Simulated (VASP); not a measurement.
Set up this calculation in VASP 6.6.1, as the native input.

```
Task                   : single point
Functional             : LDA
Potentials or basis    : VASP PAW LDA potentials, release 64 (Ga_d, P)
Cutoff                 : 520 eV
k mesh                 : 12 × 12 × 12
Occupations            : gaussian, width 0.05 eV
Spin                   : no spin polarisation
Dipole correction      : no
Further INCAR settings : ALGO = Normal; EDIFF = 1e-07; NBANDS = 26
```

The structure of GaP lies in POSCAR:

```
GaP
1.0
    2.0511773743      1.1842478092      5.7704759546
   -2.0511773743      1.1842478092      5.7704759546
    0.0000000000     -2.3684956184      5.7704759546
Ga P
2 2
Direct
    0.4353720000      0.4353720000      0.4353720000
    0.5646280000      0.5646280000      0.5646280000
    0.0573890000      0.0573890000      0.0573890000
    0.9426110000      0.9426110000      0.9426110000
```

This cell differs from its parent crystal: ratio of the length along z to the lengths across it x 0.85, volume and fractional coordinates fixed.

These files were run (other wordings do the same):

INCAR

```
ALGO = Normal ; EDIFF = 1E-7
ENCUT = 520 ; GGA = CA
ISIF = 2 ; ISMEAR = 0
LASPH = True ; LCHARG = False
LREAL = False ; LWAVE = False
NBANDS = 26 ; NELM = 60
PREC = Accurate ; SIGMA = 0.05
```

KPOINTS

```
k-points
0
Gamma
  12 12 12
```

Potentials or basis: VASP PAW LDA potentials, release 64 (Ga_d, P).

Launch:

```console
$ cat potpaw_LDA.64/Ga_d/POTCAR potpaw_LDA.64/P/POTCAR > POTCAR
$ mpirun -np 1 vasp_std > vasp.out
```

Results of the run:

```
Pressure               : 0.5 GPa
Largest force          : 3.473 eV/Å
Band gap on the k mesh : zero (bands 18 and 19 overlap by 0.25 eV)
```

Caveat: the stress differs along the axes, from -11 to 24 GPa; semilocal functionals underestimate gaps, and a narrow one can read as zero; forces of over 1 eV/Å act on the atoms, so gaps and moduli don't describe the material at rest.

It took 10 min on 1 thread of Intel(R) Xeon(R) Platinum 8488C (Sapphire Rapids), with other jobs on the host, peak memory 0.5 GiB.
